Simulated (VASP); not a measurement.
Runs of VASP 6.6.1 on Al. The structure is that of space group Fm-3m (No. 225), or close to it. The cells are those of the table. 

```csv
task,cell,k mesh for the DOS,occupations for the DOS,gap on the mesh (eV),pressure (GPa)
single point,"a = 2.699 Å, angles 60.0°, 1 atom",-,-,none,14.7
single point,"a = 2.126 Å, angles 60.0°, 1 atom",-,-,none,414.5
single point,"a = 2.593 Å, angles 60.0°, 1 atom",-,-,none,(a)
single point,"a = 2.817 Å, angles 60.0°, 1 atom",-,-,none,0.1
single point,"a = 2.477 Å, angles 60.0°, 1 atom",-,-,none,76.3
single point,"a = 2.235 Å, angles 60.0°, 1 atom",-,-,none,(b)
```

Alike in all rows: level LDA; potentials or basis VASP PAW LDA potentials, release 64 (Al); no spin polarisation; k mesh 16 × 16 × 16; cutoff (eV) 520; smearing fermi-dirac 0.08 eV.

Problem. Fill in the values left out.

Solution. (a) 36.9; (b) 253.8.

A gap of «none» marks levels without a gap at the run's occupations.
